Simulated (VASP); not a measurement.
Set up this calculation in VASP 6.6.1, as the native input.

```yaml
Task: single point
Functional: r2SCAN
Dispersion: D3(BJ)
Potentials_or_basis: VASP PAW PBE potentials, release 64 (Ta_pv, N)
Cutoff: 520 eV
k_mesh: 5 × 5 × 8
Occupations: fermi-dirac, width 0.1 eV
Spin: no spin polarisation
Dipole_correction: no
Further_INCAR_settings: ALGO = Normal; EDIFF = 1e-07; NBANDS = 33
```

The system is TaN.

```xyz
6
Lattice="4.9792 0.0000 0.0000 -2.4896 4.3122 0.0000 0.0000 0.0000 2.7896" Properties=species:S:1:pos:R:3 pbc="T T T"
Ta    0.0000    2.8748    1.3948
Ta    2.4896    1.4374    1.3948
Ta    0.0000    0.0000    0.0000
N     1.9561    0.0000    0.0000
N     1.5116    2.6181    0.0000
N    -0.9780    1.6940    0.0000
```

The input as run:

POSCAR

```
TaN
1.0
    4.9792435155      0.0000000000      0.0000000000
   -2.4896217577      4.3121513779      0.0000000000
    0.0000000000      0.0000000000      2.7895646408
Ta N
3 3
Direct
    0.3333333333      0.6666666667      0.5000000000
    0.6666666667      0.3333333333      0.5000000000
    0.0000000000      0.0000000000      0.0000000000
    0.3928500000      0.0000000000      0.0000000000
    0.6071500000      0.6071500000      0.0000000000
    0.0000000000      0.3928500000      0.0000000000
```

INCAR.step1

```
SYSTEM = TaN
  PREC = Accurate
  ENCUT = 520
  ISMEAR = -1
  SIGMA = 0.1
  LREAL = .FALSE.
  LASPH = .TRUE.
  NELM = 80
  NBANDS = 33
  GGA = PE
  ALGO = Normal
  EDIFF = 1E-4
  LWAVE = .TRUE.
  LCHARG = .FALSE.
```

INCAR.step2

```
SYSTEM = TaN
  PREC = Accurate
  ENCUT = 520
  EDIFF = 1E-7
  ISMEAR = -1
  SIGMA = 0.1
  LREAL = .FALSE.
  LASPH = .TRUE.
  NELM = 80
  ALGO = Normal
  ISIF = 2
  LWAVE = .FALSE.
  LCHARG = .FALSE.
  METAGGA = R2SCAN
  LMIXTAU = .TRUE.
  IVDW = 12
  VDW_S6 = 1.0
  VDW_S8 = 0.78981345
  VDW_A1 = 0.49484001
  VDW_A2 = 5.73083694
  NBANDS = 33
  ISTART = 1
```

KPOINTS

```
regular mesh
0
G
  5 5 8
  0 0 0
```

Potentials or basis: VASP PAW PBE potentials, release 64 (Ta_pv, N).

The run is started by

```bash
$ cat potpaw_PBE.64/Ta_pv/POTCAR potpaw_PBE.64/N/POTCAR > POTCAR
$ cp INCAR.step1 INCAR
$ mpirun -np 1 vasp_std > vasp.out
$ cp INCAR.step2 INCAR
$ mpirun -np 1 vasp_std > vasp.out
```

It gave:

| Item | Value |
| --- | --- |
| Pressure | 55.3 GPa |
| Largest force | 0.573 eV/Å |
| Band gap on the k mesh | zero (bands 24 and 25 overlap by 3.67 eV) |
| Dispersion energy per atom | -0.238 eV |

Caveat: three body term missing; the cell stands under pressure; the PAW data sets were made with another functional, which shifts forces and pressure a little; spin-orbit coupling is left out, which moves the levels of the heavy elements.

It took 2.7 min on 1 thread of AMD EPYC 9R45 96-Core Processor (Zen 5), on a shared host, peak memory 0.19 GiB.
